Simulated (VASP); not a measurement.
# HgTe (I4/mmm) in VASP: a series of runs

HgTe is run at these levels: PBE; tasks: single point.

Everything below comes from runs of VASP 6.6.1. Logs are shortened: lines on timing, memory, paths and dates and some standing lists are left out, and cuts for length are marked.

## 1. The cell of the first run

The structure is tetragonal, space group I4/mmm (No. 139). Conventional cell: a = 4.049 Å, b = 4.049 Å, c = 5.843 Å, α = 90.00°, β = 90.00°, γ = 90.00°. Within 3.8 Å of Hg (site symmetry 4/mmm) lie 6 Te at 2.86 to 2.92 Å. Within 3.8 Å of Te (site symmetry 4/mmm) lie 6 Hg at 2.86 to 2.92 Å.

## 2. Single point, PBE (equal xx and yy strain of -2 %)

Contents of INCAR:

```
SYSTEM = HgTe
ALGO = Normal
EDIFF = 1E-6
ENCUT = 520
GGA = PE
ISIF = 2
ISMEAR = -1
LASPH = .TRUE.
LCHARG = .FALSE.
LREAL = .FALSE.
LWAVE = .FALSE.
NBANDS = 16
NELM = 100
PREC = Accurate
SIGMA = 0.08
```

Contents of KPOINTS:

```
k-points
0
G
  10 10 10
  0 0 0
```

Contents of POSCAR:

```
HgTe
1.0
    0.0000000000      2.8630700000      2.9215000000
    2.8630700000      0.0000000000      2.9215000000
    2.8630700000      2.8630700000      0.0000000000
Hg Te
1 1
Direct
    0.0000000000      0.0000000000      0.0000000000
    0.5000000000      0.5000000000      0.5000000000
```

Potentials or basis: VASP PAW PBE potentials, release 64 (Hg, Te).

The run is started by

```sh
cat potpaw_PBE.64/Hg/POTCAR potpaw_PBE.64/Te/POTCAR > POTCAR
mpirun -np 1 vasp_std > vasp.out
```

OUTCAR:

```text
SYSTEM = HgTe
   EDIFF = 1E-6
   ENCUT = 520
   GGA = PE
   ISIF = 2
   ISMEAR = -1
   LASPH = .TRUE.
   LREAL = .FALSE.
   NELM = 100
   PREC = Accurate

 ion  position               nearest neighbor table
   1  0.000  0.000  0.000-   2 2.86   2 2.86   2 2.86   2 2.86   2 2.92   2 2.92
   2  0.500  0.500  0.500-   1 2.86   1 2.86   1 2.86   1 2.86   1 2.92   1 2.92

  LATTYP: Found a body centered tetragonal cell.
 ALAT       =     4.0489924240
 C/A-ratio  =     1.4430750636

  Lattice vectors:

 A1 = (  -2.8630700000,   0.0000000000,   2.9215000000)
 A2 = (   2.8630700000,   0.0000000000,   2.9215000000)
 A3 = (   0.0000000000,   2.8630700000,  -2.9215000000)

Analysis of symmetry for initial positions (statically):
=====================================================================
 Subroutine PRICEL returns:
 Original cell was already a primitive cell.

 Routine SETGRP: Setting up the symmetry group for a
 body centered tetragonal supercell.

 Subroutine GETGRP returns: Found 16 space group operations
 (whereof 16 operations were pure point group operations)
 out of a pool of 16 trial point group operations.

The static configuration has the point symmetry D_4h.

Analysis of symmetry for dynamics (positions and initial velocities):
=====================================================================
 Subroutine PRICEL returns:
 Original cell was already a primitive cell.

 Routine SETGRP: Setting up the symmetry group for a
 body centered tetragonal supercell.

 Subroutine GETGRP returns: Found 16 space group operations
 (whereof 16 operations were pure point group operations)
 out of a pool of 16 trial point group operations.

The dynamic configuration has the point symmetry D_4h.

 Subroutine INISYM returns: Found 16 space group operations
 (whereof 16 operations are pure point group operations),
 and found     1 'primitive' translations

----------------------------------------------------------------------------------------

                                     Primitive cell

  volume of cell :      47.8961

  direct lattice vectors                    reciprocal lattice vectors
     0.000000000  2.863070000  2.921500000    -0.174637714  0.174637714  0.171144960
     2.863070000  0.000000000  2.921500000     0.174637714 -0.174637714  0.171144960
     2.863070000  2.863070000  0.000000000     0.174637714  0.174637714 -0.171144960

  length of vectors
     4.090517336  4.090517336  4.048992424     0.300478385  0.300478385  0.300478385

  position of ions in fractional coordinates (direct lattice)
     0.000000000  0.000000000  0.000000000
     0.500000000  0.500000000  0.500000000

  ion indices of the primitive-cell ions
   primitive index   ion index
                 1           1
                 2           2

----------------------------------------------------------------------------------------

 KPOINTS: k-points

Automatic generation of k-mesh.
 Grid dimensions read from file:
 generate k-points for:   10   10   10

 Generating k-lattice:

  Cartesian coordinates                     Fractional coordinates (reciprocal lattice)
    -0.017463771  0.017463771  0.017114496     0.100000000 -0.000000000  0.000000000
     0.017463771 -0.017463771  0.017114496    -0.000000000  0.100000000  0.000000000
     0.017463771  0.017463771 -0.017114496     0.000000000  0.000000000  0.100000000

  Length of vectors
     0.030047838  0.030047838  0.030047838

  Shift w.r.t. Gamma in fractional coordinates (k-lattice)
     0.000000000  0.000000000  0.000000000

 Subroutine IBZKPT returns following result:
 ===========================================

 Found    102 irreducible k-points:

 Following reciprocal coordinates:
            Coordinates               Weight
  0.000000  0.000000  0.000000      1.000000
  0.100000  0.000000  0.000000      8.000000
  0.200000  0.000000  0.000000      8.000000
  0.300000  0.000000  0.000000      8.000000
  0.400000 -0.000000  0.000000      8.000000
  0.500000  0.000000  0.000000      4.000000
[... 16 lines left out ...]
  0.300000  0.300000  0.000000      2.000000
  0.400000  0.300000  0.000000      8.000000
 [... further k-points ...]
   k-points           NKPTS =    102   k-points in BZ     NKDIM =    102   number of bands    NBANDS=     16
   number of dos      NEDOS =    301   number of ions     NIONS =      2
   total plane-waves  NPLWV =  27000
   dimension x,y,z NGX =    30 NGY =   30 NGZ =   30
   dimension x,y,z NGXF=    60 NGYF=   60 NGZF=   60
   ions per type =               1   1
   NGX,Y,Z   is equivalent  to a cutoff of  12.19, 12.19, 12.32 a.u.
   NGXF,Y,Z  is equivalent  to a cutoff of  24.39, 24.39, 24.64 a.u.
 SYSTEM =  HgTe
   PREC   = accura    normal or accurate (medium, high low for compatibility)
   ISTART =      0    job   : 0-new  1-cont  2-samecut
   ICHARG =      2    charge: 1-file 2-atom 10-const
   ISPIN  =      1    spin polarized calculation?
   LNONCOLLINEAR =      F non collinear calculations
   LSORBIT =      F    spin-orbit coupling
   LASPH  =      T    aspherical Exc in radial PAW
   ENCUT  =  520.0 eV  38.22 Ry    6.18 a.u.   7.61  7.61  7.53*2*pi/ulx,y,z
   NELM   =    100;   NELMIN=  2; NELMDL= -5     # of ELM steps
   EDIFF  = 0.1E-05   stopping-criterion for ELM
   LREAL  =      F    real-space projection
   EDIFFG = 0.1E-04   stopping-criterion for IOM
   NSW    =      0    number of steps for IOM
   IBRION =     -1    ionic relax: 0-MD 1-quasi-New 2-CG
   NFREE  =      0    steps in history (QN), initial steepest desc. (CG)
   ISIF   =      2    stress and relaxation
   ISYM   =      2    0-nonsym 1-usesym 2-fastsym
   POTIM  = 0.5000    time-step for ionic-motion
   TEBEG  =    0.0;   TEEND  =   0.0 temperature during run
   PSTRESS=    0.0 pullay stress
   NELECT =      18.0000    total number of electrons
   NUPDOWN=      -1.0000    fix difference up-down
   EMIN   =  10.00;   EMAX   =-10.00  energy-range for DOS
   EFERMI =   0.00;   METHOD = LEGACY
   ISMEAR =    -1;   SIGMA  =   0.08  broadening in eV -4-tet -1-fermi 0-gaus
   EFERMI_NEDOS =   21; number of points for ismear=-14 and -15
   IALGO  =     38    algorithm
   IMIX   =      4    mixing-type and parameters
     AMIX     =   0.40;   BMIX     =  1.00
     AMIX_MAG =   1.60;   BMIX_MAG =  1.00
  volume/ion in A,a.u.               =      23.95       161.61
  Fermi-wavevector in a.u.,A,eV,Ry     =   1.181406  2.232533 18.989915  1.395719
  Thomas-Fermi vector in A             =   2.317680
   LORBIT       =      0    0 simple, 1 ext, 2 COOP (PROOUT), +10 PAW based schemes
   GGA     = PE    functional components
   LHFCALC =     F    Hartree Fock is set to
   AEXX    =    0.0000 exact exchange contribution
   IVDW    =     0    specifies the selected vdW correction
   LEPSILON=     F    determine dielectric tensor
   LRPA    =     F    only Hartree local field effects (RPA)
 non-spin polarized calculation
  energy-cutoff  :      520.00
  volume of cell :       47.90
 maximum number of plane-waves:      1311
   NGX = 15   NGY = 15   NGZ = 15

 number of electron      17.9999999 magnetization

 Free energy of the ion-electron system (eV)
  ---------------------------------------------------
  ext. energy  EPLUGINS =         0.00000000
  ---------------------------------------------------
  free energy    TOTEN  =        -2.97249772 eV

  energy without entropy =       -2.95997246  energy(sigma->0) =       -2.96623509

 E-fermi :   6.4818     XC(G=0): -10.7077

 val. band max:        6.4578210261   @ k =   0.5000   0.1000   0.0000
 cond. band min:       6.5518415154   @ k =  -0.3000  -0.0000   0.2000
 fundamental gap:      0.0940204893
 Fermi energy:         6.4817592115

 k-point     1 :       0.0000    0.0000    0.0000
  band No.  band energies     occupation
      1      -6.9175      2.00000
      2      -0.9988      2.00000
      3      -0.9600      2.00000
      4      -0.9579      2.00000
      5      -0.8955      2.00000
      6      -0.8955      2.00000
[... 8 lines left out ...]
     15      14.2597      0.00000
     16      14.8352      0.00000

 k-point     2 :       0.1000    0.0000    0.0000
  band No.  band energies     occupation
      1      -6.8014      2.00000
      2      -1.0528      2.00000
      3      -1.0129      2.00000
      4      -0.9549      2.00000
      5      -0.8958      2.00000
      6      -0.8773      2.00000
[... 8 lines left out ...]
     15      14.6908      0.00000
     16      14.7479      0.00000

 k-point     3 :       0.2000    0.0000    0.0000
  band No.  band energies     occupation
      1      -6.4649      2.00000
      2      -1.1971      2.00000
      3      -1.1494      2.00000
      4      -1.0207      2.00000
      5      -0.8412      2.00000
      6      -0.8181      2.00000
[... 8 lines left out ...]
     15      15.1743      0.00000
     16      15.1848      0.00000

 k-point     4 :       0.3000    0.0000    0.0000
  band No.  band energies     occupation
      1      -5.9538      2.00000
      2      -1.3656      2.00000
      3      -1.3123      2.00000
      4      -1.2175      2.00000
      5      -0.7554      2.00000
      6      -0.7400      2.00000
[... 8 lines left out ...]
     15      15.9599      0.00000
     16      16.0257      0.00000
[... 324 lines left out ...]
 k-point    22 :      -0.2000    0.2000    0.0000
  band No.  band energies     occupation
      1      -5.8088      2.00000
      2      -1.4863      2.00000
      3      -1.4451      2.00000
      4      -1.0231      2.00000
      5      -0.7603      2.00000
      6      -0.6788      2.00000
[... 8 lines left out ...]
     15      16.3812      0.00000
     16      18.1403      0.00000

 k-point    23 :       0.3000    0.3000    0.0000
  band No.  band energies     occupation
      1      -5.9401      2.00000
      2      -1.3006      2.00000
      3      -1.0999      2.00000
      4      -0.9099      2.00000
      5      -0.7039      2.00000
      6      -0.7039      2.00000
[... 8 lines left out ...]
     15      18.6557      0.00000
     16      18.9685      0.00000

 k-point    24 :       0.4000    0.3000    0.0000
  band No.  band energies     occupation
      1      -5.6949      2.00000
      2      -1.1412      2.00000
      3      -1.1062      2.00000
      4      -0.9754      2.00000
      5      -0.6240      2.00000
      6      -0.6137      2.00000
[... 8 lines left out ...]
     15      19.0052      0.00000
     16      19.0219      0.00000

 [... further k-points ...]
[... 5 lines left out ...]
  --------------------------------------------------------------------------------------
  -------------------------------------------------------------------------------------
  Total        4.8584119      4.8584119      3.8073422      0.0000000      0.0000000     -0.0000000
  in kB      162.5193584    162.5193584    127.3598905      0.0000000      0.0000000     -0.0000000
  external PRESSURE =     150.7995358 kB  Pullay stress =       0.0000000 kB

 VOLUME and BASIS-vectors are now :
 -----------------------------------------------------------------------------
  energy-cutoff  :      520.00
  volume of cell :       47.90
      direct lattice vectors                 reciprocal lattice vectors
     0.000000000  2.863070000  2.921500000    -0.174637714  0.174637714  0.171144960
     2.863070000  0.000000000  2.921500000     0.174637714 -0.174637714  0.171144960
     2.863070000  2.863070000  0.000000000     0.174637714  0.174637714 -0.171144960

 POSITION                                       TOTAL-FORCE (eV/Angst)
 -----------------------------------------------------------------------------------
      0.00000      0.00000      0.00000         0.000000      0.000000      0.000000
      2.86307      2.86307      2.92150         0.000000     -0.000000     -0.000000
 -----------------------------------------------------------------------------------
    total drift:                               -0.000000      0.000000      0.000000

  FREE ENERGIE OF THE ION-ELECTRON SYSTEM (eV)
  ---------------------------------------------------
  free  energy   TOTEN  =        -2.9724977181 eV

  energy  without entropy=       -2.9599724631  energy(sigma->0) =       -2.96623509
```

Run time: 93 s. Hardware: 1 thread of Intel Xeon 8259CL, shared host; peak memory 0.23 GiB.

Results:

* Free energy: -2.9725 eV
* Pressure: 15.1 GPa
* Band gap on the k mesh: zero (bands 9 and 10 overlap by 3.50 eV)

Stress tensor (GPa, compression positive):
```
16.25  0.00  0.00
 0.00 16.25  0.00
 0.00  0.00 12.74
```

Levels at points of the mesh, in eV from the Fermi level:
```tsv
k point	band 7	band 8	band 9	band 10	band 11	band 12
(0.00, 0.00, 0.00)	-1.03	-1.03	-0.88	-0.13	7.70	7.74
(0.50, 0.00, 0.00)	-6.25	0.39	0.56	2.40	3.60	3.78
(0.50, 0.50, 0.00)	-5.50	-2.95	-2.95	-2.85	4.67	10.18
(0.50, 0.00, 0.50)	-5.51	-3.15	-3.04	-2.93	4.55	9.78
```

Caveat: the cell differs from its parent crystal (equal xx and yy strain of -2 %); the cell stands under pressure; spin-orbit coupling is left out, which moves the levels of the heavy elements.

## 3. Single point, PBE (equal xx and yy strain of +1 %)

Contents of INCAR:

```
PREC = Accurate
ENCUT = 520
EDIFF = 1E-6
ISMEAR = -1
SIGMA = 0.08
LREAL = False
LASPH = True
NELM = 60
ALGO = Normal
ISIF = 2
LWAVE = False
LCHARG = False
GGA = PE
NBANDS = 16
```

Contents of KPOINTS:

```
regular mesh
0
Gamma
  10 10 10
```

Contents of POSCAR:

```
HgTe
1.0
    0.0000000000      2.9507150000      2.9215000000
    2.9507150000      0.0000000000      2.9215000000
    2.9507150000      2.9507150000      0.0000000000
Hg Te
1 1
Direct
    0.0000000000      0.0000000000      0.0000000000
    0.5000000000      0.5000000000      0.5000000000
```

Potentials or basis: VASP PAW PBE potentials, release 64 (Hg, Te).

The run is started by

```sh
cat potpaw_PBE.64/Hg/POTCAR potpaw_PBE.64/Te/POTCAR > POTCAR
mpirun -np 1 vasp_std > vasp.out
```

It took 91 s on 1 thread of Intel Xeon 8259CL, shared host; peak memory 0.24 GiB.

The run converged. Its results:

```
Free energy            : -3.1962 eV
Pressure               : 8.7 GPa
Band gap on the k mesh : zero (bands 9 and 10 overlap by 3.19 eV)
```

Stress tensor (GPa, compression positive):
```
8.29 0.00 0.00
0.00 8.29 0.00
0.00 0.00 9.63
```

Levels at points of the mesh, in eV from the Fermi level:
```csv
k point,band 7,band 8,band 9,band 10,band 11,band 12
"(0.00, 0.00, 0.00)",-0.92,-0.84,-0.84,-0.45,7.70,7.70
"(0.50, 0.00, 0.00)",-5.97,0.37,0.44,2.51,3.76,3.85
"(0.50, 0.50, 0.00)",-5.02,-2.95,-2.75,-2.75,4.66,9.76
"(0.50, 0.00, 0.50)",-5.02,-2.87,-2.76,-2.65,4.71,9.65
```

Caveat: the cell differs from its parent crystal (equal xx and yy strain of +1 %); the cell stands under pressure; spin-orbit coupling is left out, which moves the levels of the heavy elements.
